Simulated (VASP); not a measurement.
# BiAu (Fm-3m) in VASP: further runs

The runs below take BiAu through single point, with r2SCAN.

Program: VASP 6.6.1. These are calculated values, not measurements. Logs are shortened: lines on timing, memory, paths and dates and some standing lists are left out, and cuts for length are marked.

### 1 The cell of the first run

Symmetry: Fm-3m, No. 225, cubic system. Conventional cell: a = 5.882 Å, b = 5.882 Å, c = 5.882 Å, α = 90.00°, β = 90.00°, γ = 90.00°. Au (site symmetry m-3m) has 6 Bi at 2.94 Å within 3.9 Å. Within 3.9 Å of Bi (site symmetry m-3m) lie 6 Au at 2.94 Å.

### 2 Single point, r2SCAN

The input, POSCAR:

```
BiAu
1.0
    0.0000000000      2.9407647972      2.9407647972
    2.9407647972      0.0000000000      2.9407647972
    2.9407647972      2.9407647972      0.0000000000
Au Bi
1 1
Direct
    0.5000000000      0.5000000000      0.5000000000
    0.0000000000      0.0000000000      0.0000000000
```

The input, INCAR.step1:

```
SYSTEM = BiAu
PREC = Accurate
ENCUT = 520
ISMEAR = -5
SIGMA = 0.1
LREAL = .False.
LASPH = .True.
NELM = 80
NBANDS = 20
GGA = PE
ALGO = Normal
EDIFF = 1E-4
LWAVE = .True.
LCHARG = .False.
```

The input, INCAR.step2:

```
SYSTEM = BiAu
PREC = Accurate
ENCUT = 520
EDIFF = 1E-6
ISMEAR = -5
SIGMA = 0.1
LREAL = .False.
LASPH = .True.
NELM = 80
ALGO = Normal
ISIF = 2
LWAVE = .False.
LCHARG = .False.
METAGGA = R2SCAN
LMIXTAU = .True.
NBANDS = 20
ISTART = 1
```

The input, KPOINTS:

```
Automatic mesh
0
Gamma
  10 10 10
  0 0 0
```

Potentials or basis: VASP PAW PBE potentials, release 64 (Au, Bi_d).

Run with:

```sh
cat potpaw_PBE.64/Au/POTCAR potpaw_PBE.64/Bi_d/POTCAR > POTCAR
cp INCAR.step1 INCAR
mpirun -np 1 vasp_std > vasp.out
cp INCAR.step2 INCAR
mpirun -np 1 vasp_std > vasp.out
```

OUTCAR:

```text
SYSTEM = BiAu
   PREC = Accurate
   ENCUT = 520
   EDIFF = 1E-6
   ISMEAR = -5
   LREAL = .False.
   LASPH = .True.
   NELM = 80
   ISIF = 2
   METAGGA = R2SCAN
   ISTART = 1

 ion  position               nearest neighbor table
   1  0.500  0.500  0.500-   2 2.94   2 2.94   2 2.94   2 2.94   2 2.94   2 2.94
   2  0.000  0.000  0.000-   1 2.94   1 2.94   1 2.94   1 2.94   1 2.94   1 2.94

  LATTYP: Found a face centered cubic cell.
 ALAT       =     5.8815295944

  Lattice vectors:

 A1 = (   0.0000000000,   2.9407647972,   2.9407647972)
 A2 = (   2.9407647972,   0.0000000000,   2.9407647972)
 A3 = (   2.9407647972,   2.9407647972,   0.0000000000)

Analysis of symmetry for initial positions (statically):
=====================================================================
 Subroutine PRICEL returns:
 Original cell was already a primitive cell.

 Routine SETGRP: Setting up the symmetry group for a
 face centered cubic supercell.

 Subroutine GETGRP returns: Found 48 space group operations
 (whereof 48 operations were pure point group operations)
 out of a pool of 48 trial point group operations.

The static configuration has the point symmetry O_h .

Analysis of symmetry for dynamics (positions and initial velocities):
=====================================================================
 Subroutine PRICEL returns:
 Original cell was already a primitive cell.

 Routine SETGRP: Setting up the symmetry group for a
 face centered cubic supercell.

 Subroutine GETGRP returns: Found 48 space group operations
 (whereof 48 operations were pure point group operations)
 out of a pool of 48 trial point group operations.

The dynamic configuration has the point symmetry O_h .

 Subroutine INISYM returns: Found 48 space group operations
 (whereof 48 operations are pure point group operations),
 and found     1 'primitive' translations

----------------------------------------------------------------------------------------

                                     Primitive cell

  volume of cell :      50.8640

  direct lattice vectors                    reciprocal lattice vectors
     0.000000000  2.940764797  2.940764797    -0.170023798  0.170023798  0.170023798
     2.940764797  0.000000000  2.940764797     0.170023798 -0.170023798  0.170023798
     2.940764797  2.940764797  0.000000000     0.170023798  0.170023798 -0.170023798

  length of vectors
     4.158869460  4.158869460  4.158869460     0.294489857  0.294489857  0.294489857

  position of ions in fractional coordinates (direct lattice)
     0.500000000  0.500000000  0.500000000
     0.000000000  0.000000000  0.000000000

  ion indices of the primitive-cell ions
   primitive index   ion index
                 1           1
                 2           2

----------------------------------------------------------------------------------------

 KPOINTS: Automatic mesh

Automatic generation of k-mesh.
 Grid dimensions read from file:
 generate k-points for:   10   10   10

 Generating k-lattice:

  Cartesian coordinates                     Fractional coordinates (reciprocal lattice)
    -0.017002380  0.017002380  0.017002380     0.100000000  0.000000000  0.000000000
     0.017002380 -0.017002380  0.017002380     0.000000000  0.100000000  0.000000000
     0.017002380  0.017002380 -0.017002380     0.000000000  0.000000000  0.100000000

  Length of vectors
     0.029448986  0.029448986  0.029448986

  Shift w.r.t. Gamma in fractional coordinates (k-lattice)
     0.000000000  0.000000000  0.000000000

 TETIRR: Found    148 inequivalent tetrahedra from     6000

 Subroutine IBZKPT returns following result:
 ===========================================

 Found     47 irreducible k-points:

 Following reciprocal coordinates:
            Coordinates               Weight
  0.000000  0.000000  0.000000      1.000000
  0.100000  0.000000  0.000000      8.000000
  0.200000  0.000000  0.000000      8.000000
  0.300000  0.000000  0.000000      8.000000
  0.400000  0.000000  0.000000      8.000000
  0.500000  0.000000  0.000000      4.000000
[... 16 lines left out ...]
  0.300000  0.300000  0.000000      6.000000
  0.400000  0.300000  0.000000     24.000000
 [... further k-points ...]
   k-points           NKPTS =     47   k-points in BZ     NKDIM =     47   number of bands    NBANDS=     20
   number of dos      NEDOS =    301   number of ions     NIONS =      2
   total plane-waves  NPLWV =  32768
   dimension x,y,z NGX =    32 NGY =   32 NGZ =   32
   dimension x,y,z NGXF=    64 NGYF=   64 NGZF=   64
   ions per type =               1   1
   NGX,Y,Z   is equivalent  to a cutoff of  12.79, 12.79, 12.79 a.u.
   NGXF,Y,Z  is equivalent  to a cutoff of  25.58, 25.58, 25.58 a.u.
 SYSTEM =  BiAu
   PREC   = accura    normal or accurate (medium, high low for compatibility)
   ISTART =      1    job   : 0-new  1-cont  2-samecut
   ICHARG =      0    charge: 1-file 2-atom 10-const
   ISPIN  =      1    spin polarized calculation?
   LNONCOLLINEAR =      F non collinear calculations
   LSORBIT =      F    spin-orbit coupling
   LASPH  =      T    aspherical Exc in radial PAW
   ENCUT  =  520.0 eV  38.22 Ry    6.18 a.u.   7.73  7.73  7.73*2*pi/ulx,y,z
   NELM   =     80;   NELMIN=  2; NELMDL=  0     # of ELM steps
   EDIFF  = 0.1E-05   stopping-criterion for ELM
   LREAL  =      F    real-space projection
   EDIFFG = 0.1E-04   stopping-criterion for IOM
   NSW    =      0    number of steps for IOM
   IBRION =     -1    ionic relax: 0-MD 1-quasi-New 2-CG
   NFREE  =      0    steps in history (QN), initial steepest desc. (CG)
   ISIF   =      2    stress and relaxation
   ISYM   =      2    0-nonsym 1-usesym 2-fastsym
   POTIM  = 0.5000    time-step for ionic-motion
   TEBEG  =    0.0;   TEEND  =   0.0 temperature during run
   PSTRESS=    0.0 pullay stress
   NELECT =      26.0000    total number of electrons
   NUPDOWN=      -1.0000    fix difference up-down
   EMIN   =  10.00;   EMAX   =-10.00  energy-range for DOS
   EFERMI =   0.00;   METHOD = LEGACY
   ISMEAR =    -5;   SIGMA  =   0.10  broadening in eV -4-tet -1-fermi 0-gaus
   EFERMI_NEDOS =   21; number of points for ismear=-14 and -15
   IALGO  =     38    algorithm
   IMIX   =      4    mixing-type and parameters
     AMIX     =   0.40;   BMIX     =  1.00
     AMIX_MAG =   1.60;   BMIX_MAG =  1.00
  volume/ion in A,a.u.               =      25.43       171.62
  Fermi-wavevector in a.u.,A,eV,Ry     =   1.308968  2.473591 23.312180  1.713397
  Thomas-Fermi vector in A             =   2.439599
   LORBIT       =      0    0 simple, 1 ext, 2 COOP (PROOUT), +10 PAW based schemes
   METAGGA = R2SCAN    functional components
   LHFCALC =     F    Hartree Fock is set to
   AEXX    =    0.0000 exact exchange contribution
   IVDW    =     0    specifies the selected vdW correction
   LEPSILON=     F    determine dielectric tensor
   LRPA    =     F    only Hartree local field effects (RPA)
 non-spin polarized calculation
 Fermi weights with tetrahedron method with Bloechl corrections
  energy-cutoff  :      520.00
  volume of cell :       50.86
 maximum number of plane-waves:      1387
   NGX = 15   NGY = 15   NGZ = 15

 number of electron      26.0000000 magnetization

 Free energy of the ion-electron system (eV)
  ---------------------------------------------------
  ext. energy  EPLUGINS =         0.00000000
  ---------------------------------------------------
  free energy    TOTEN  =      -109.05335124 eV

  energy without entropy =     -109.05335124  energy(sigma->0) =     -109.05335124

 E-fermi :   7.6237     XC(G=0): -11.5651

 val. band max:        7.6332944703   @ k =   0.5000   0.2000   0.0000
 cond. band min:       7.6339880940   @ k =   0.3000   0.2000   0.1000
 fundamental gap:      0.0006936237
 Fermi energy:         7.6236748094

 k-point     1 :       0.0000    0.0000    0.0000
  band No.  band energies     occupation
      1     -16.0449      2.00000
      2     -16.0449      2.00000
      3     -16.0129      2.00000
      4     -16.0129      2.00000
      5     -16.0129      2.00000
      6      -5.4769      2.00000
[... 12 lines left out ...]
     19      16.7683      0.00000
     20      17.6349      0.00000

 k-point     2 :       0.1000    0.0000    0.0000
  band No.  band energies     occupation
      1     -16.0435      2.00000
      2     -16.0435      2.00000
      3     -16.0120      2.00000
      4     -16.0109      2.00000
      5     -16.0109      2.00000
      6      -5.3593      2.00000
[... 12 lines left out ...]
     19      16.2359      0.00000
     20      17.8922      0.00000

 k-point     3 :       0.2000    0.0000    0.0000
  band No.  band energies     occupation
      1     -16.0401      2.00000
      2     -16.0400      2.00000
      3     -16.0098      2.00000
      4     -16.0051      2.00000
      5     -16.0051      2.00000
      6      -5.0203      2.00000
[... 12 lines left out ...]
     19      16.0095      0.00000
     20      18.4295      0.00000

 k-point     4 :       0.3000    0.0000    0.0000
  band No.  band energies     occupation
      1     -16.0366      2.00000
      2     -16.0366      2.00000
      3     -16.0071      2.00000
      4     -15.9971      2.00000
      5     -15.9971      2.00000
      6      -4.5120      2.00000
[... 12 lines left out ...]
     19      17.0071      0.00000
     20      19.2519      0.00000

 k-point     5 :       0.4000    0.0000    0.0000
  band No.  band energies     occupation
      1     -16.0343      2.00000
      2     -16.0343      2.00000
      3     -16.0050      2.00000
      4     -15.9902      2.00000
      5     -15.9902      2.00000
      6      -3.9749      2.00000
[... 12 lines left out ...]
     19      18.8651      0.00000
     20      20.3767      0.00000
[... 353 lines left out ...]
      6      -3.9657      2.00000
[... 12 lines left out ...]
     19      18.6713      0.00000
     20      19.1677      0.00000

 k-point    22 :      -0.2000    0.2000    0.0000
  band No.  band energies     occupation
      1     -16.0405      2.00000
      2     -16.0320      2.00000
      3     -16.0059      2.00000
      4     -15.9989      2.00000
      5     -15.9940      2.00000
      6      -4.3910      2.00000
[... 12 lines left out ...]
     19      18.1372      0.00000
     20      18.7405      0.00000

 k-point    23 :       0.3000    0.3000    0.0000
  band No.  band energies     occupation
      1     -16.0450      2.00000
      2     -16.0342      2.00000
      3     -16.0216      2.00000
      4     -15.9879      2.00000
      5     -15.9879      2.00000
      6      -4.3878      2.00000
[... 12 lines left out ...]
     19      17.8957      0.00000
     20      21.2260      0.00000

 k-point    24 :       0.4000    0.3000    0.0000
  band No.  band energies     occupation
      1     -16.0481      2.00000
      2     -16.0317      2.00000
      3     -16.0210      2.00000
      4     -15.9839      2.00000
      5     -15.9830      2.00000
      6      -4.1132      2.00000
[... 12 lines left out ...]
     19      19.6805      0.00000
     20      21.3087      0.00000

 [... further k-points ...]
[... 5 lines left out ...]
  --------------------------------------------------------------------------------------
  -------------------------------------------------------------------------------------
  Total        0.0465753      0.0465753      0.0465753      0.0000000      0.0000000      0.0000000
  in kB        1.4670868      1.4670868      1.4670868      0.0000000      0.0000000      0.0000000
  external PRESSURE =       1.4670868 kB  Pullay stress =       0.0000000 kB

 VOLUME and BASIS-vectors are now :
 -----------------------------------------------------------------------------
  energy-cutoff  :      520.00
  volume of cell :       50.86
      direct lattice vectors                 reciprocal lattice vectors
     0.000000000  2.940764797  2.940764797    -0.170023798  0.170023798  0.170023798
     2.940764797  0.000000000  2.940764797     0.170023798 -0.170023798  0.170023798
     2.940764797  2.940764797  0.000000000     0.170023798  0.170023798 -0.170023798

 POSITION                                       TOTAL-FORCE (eV/Angst)
 -----------------------------------------------------------------------------------
      2.94076      2.94076      2.94076         0.000000     -0.000000     -0.000000
      0.00000      0.00000      0.00000        -0.000000      0.000000      0.000000
 -----------------------------------------------------------------------------------
    total drift:                                0.000000     -0.000000     -0.000000

  FREE ENERGIE OF THE ION-ELECTRON SYSTEM (eV)
  ---------------------------------------------------
  free  energy   TOTEN  =      -109.0533512396 eV

  energy  without entropy=     -109.0533512396  energy(sigma->0) =     -109.05335124
```

Run time: 3.5 min. Hardware: 1 thread of Intel Xeon 8259CL, shared host; peak memory 0.22 GiB.

Results:

| Item | Value |
| --- | --- |
| Free energy | -109.0534 eV |
| Pressure | 0.1 GPa |
| Band gap on the k mesh | zero (bands 13 and 14 overlap by 5.33 eV) |

Caveat: the PAW data sets were made with another functional, which shifts forces and pressure a little; spin-orbit coupling is left out, which moves the levels of the heavy elements; tetrahedron occupations give inexact forces and stress in metals.

### 3 Single point, r2SCAN (25.79 Å³/atom)

This run uses another cell than the first one, of 25.79 Å³/atom.

The input, POSCAR:

```
BiAu
1.0
    0.0000000000      2.9546616894      2.9546616894
    2.9546616894      0.0000000000      2.9546616894
    2.9546616894      2.9546616894      0.0000000000
Au Bi
1 1
Direct
    0.5000000000      0.5000000000      0.5000000000
    0.0000000000      0.0000000000      0.0000000000
```

The input, INCAR.step1:

```
SYSTEM = BiAu
PREC     = Accurate       ! precision mode
ENCUT    = 520            ! plane-wave cutoff, eV
ISMEAR   = 0              ! smearing method
SIGMA    = 0.05           ! smearing width, eV
LREAL    = .False.        ! projectors in reciprocal space
LASPH    = .True.         ! aspherical terms in the spheres
NELM     = 60             ! most SCF steps
NBANDS   = 20             ! bands
GGA      = PE             ! functional
ALGO     = Normal         ! electronic algorithm
EDIFF    = 1E-4           ! SCF threshold, eV
LWAVE    = .True.         ! write WAVECAR
LCHARG   = .False.        ! write CHGCAR
```

The input, INCAR.step2:

```
SYSTEM = BiAu
PREC     = Accurate       ! precision mode
ENCUT    = 520            ! plane-wave cutoff, eV
EDIFF    = 1E-6           ! SCF threshold, eV
ISMEAR   = 0              ! smearing method
SIGMA    = 0.05           ! smearing width, eV
LREAL    = .False.        ! projectors in reciprocal space
LASPH    = .True.         ! aspherical terms in the spheres
NELM     = 60             ! most SCF steps
ALGO     = Normal         ! electronic algorithm
ISIF     = 2              ! what is computed and relaxed
LWAVE    = .False.        ! write WAVECAR
LCHARG   = .False.        ! write CHGCAR
METAGGA  = R2SCAN         ! meta-GGA
LMIXTAU  = .True.       
NBANDS   = 20             ! bands
ISTART   = 1
```

KPOINTS is that of step 2.

Potentials or basis: VASP PAW PBE potentials, release 64 (Au, Bi_d).

Run with:

```sh
cat potpaw_PBE.64/Au/POTCAR potpaw_PBE.64/Bi_d/POTCAR > POTCAR
cp INCAR.step1 INCAR
mpirun -np 1 vasp_std > vasp.out
cp INCAR.step2 INCAR
mpirun -np 1 vasp_std > vasp.out
```

Run time: 2.7 min. Hardware: 1 thread of Intel Xeon 8259CL, shared host; peak memory 0.22 GiB.

It converged, with:

| Property | Result |
| --- | --- |
| Free energy | -109.0500 eV |
| Pressure | -1.1 GPa |
| Band gap on the k mesh | zero (bands 13 and 14 overlap by 5.22 eV) |

Levels at points of the mesh, in eV from the Fermi level:
| k point | band 9 | band 10 | band 11 | band 12 | band 13 | band 14 | band 15 | band 16 | band 17 | band 18 |
| --- | --- | --- | --- | --- | --- | --- | --- | --- | --- | --- |
| (0.00, 0.00, 0.00) | -4.61 | -4.56 | -4.56 | 0.97 | 0.97 | 0.97 | 1.08 | 8.04 | 9.09 | 9.09 |
| (0.50, 0.00, 0.00) | -5.47 | -4.30 | -4.30 | -3.85 | 3.01 | 3.01 | 3.61 | 5.31 | 5.31 | 6.44 |
| (0.50, 0.50, 0.00) | -4.23 | -4.14 | -4.14 | -3.39 | -1.47 | -1.47 | -1.35 | 6.40 | 11.82 | 11.82 |

Caveat: the PAW data sets were made with another functional, which shifts forces and pressure a little; spin-orbit coupling is left out, which moves the levels of the heavy elements.
